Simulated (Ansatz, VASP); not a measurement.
One calculation of InSe, two programs

File INCAR:

```
SYSTEM = InSe
PREC = Accurate
ENCUT = 520
EDIFF = 1E-6
ISMEAR = -1
SIGMA = 0.05
LREAL = .False.
LASPH = .True.
NELM = 80
ALGO = Normal
ISIF = 2
LWAVE = .False.
LCHARG = .True.
GGA = CA
LELF = .True.
LVHAR = .True.
NBANDS = 27
```

File KPOINTS:

```
Automatic mesh
0
Gamma
  7 7 6
  0 0 0
```

File POSCAR:

```
InSe
1.0
    5.8263928781     -2.0546489550      0.0000000000
    5.8263928781      2.0546489550      0.0000000000
   -1.7232330140      0.0000000000      4.7713478577
In Se
2 2
Direct
    0.8882032500      0.8882032500      0.0468413600
    0.1117967500      0.1117967500      0.9531586400
    0.6609275900      0.6609275900      0.6689556200
    0.3390724100      0.3390724100      0.3310443800
```

Contents of input.yaml:

```yaml
crystal:
  lattice:
    - [5.8263928781, -2.054648955, 0.0]
    - [5.8263928781, 2.054648955, 0.0]
    - [-1.723233014, 0.0, 4.7713478577]
  atoms:
    - { symbol: In, position: [0.88820325, 0.88820325, 0.04684136] }
    - { symbol: In, position: [0.11179675, 0.11179675, 0.95315864] }
    - { symbol: Se, position: [0.66092759, 0.66092759, 0.66895562] }
    - { symbol: Se, position: [0.33907241, 0.33907241, 0.33104438] }
hamiltonian:
  xc: lda
  pseudopotentials: { kind: paw }
kpoints:
  mp_grid: { grid: [7, 7, 6] }
scf:
  occupations: { method: fermi_dirac, width: 0.05 }
output:
  forces: true
  stress: true
  eigenvalues: true
  write_density: true
  write_potential: true
  elf: true
  volumetric_format: npy
```

Alike in both runs: task single point; functional LDA; k mesh 7 × 7 × 6; occupations fermi-dirac, width 0.05 eV; no spin polarisation.

|  | VASP | Ansatz |
| --- | --- | --- |
| version | VASP 6.6.1 | Ansatz 0.2.0 |
| potentials or method | VASP PAW LDA potentials, release 64 (In_d, Se) | Ansatz PAW |
| plane-wave cutoff (eV) | 520 | 420 |
| valence electrons in the cell | 38 | 58 |

Ansatz gave:

- gap on the k mesh at the Fermi level (eV): 1.00
- least direct gap on the mesh (eV): 1.06
- pressure (GPa): -2.8
- traceless stress, the component that is largest in VASP (GPa): -0.58
- rms of the force components (eV/Å): 0.049

Q: Which values does VASP return?

A: gap on the k mesh at the Fermi level (eV): 1.01; least direct gap on the mesh (eV): 1.08; pressure (GPa): -2.7; traceless stress, the component that is largest in VASP (GPa): -0.55; rms of the force components (eV/Å): 0.037.

LDA's correlation is that of Perdew and Zunger in VASP and of Perdew and Wang (1992) in Ansatz. Atom by atom the forces differ by 0.011 eV/Å (rms over components). VASP's potentials hold 38 valence electrons a cell and Ansatz's 58, so a difference there can come from the potentials and not from the codes.

Noted on Ansatz's run: odd divisions of the mesh miss points on the zone boundary, where band edges often lie, so the gap on the mesh can be too wide.
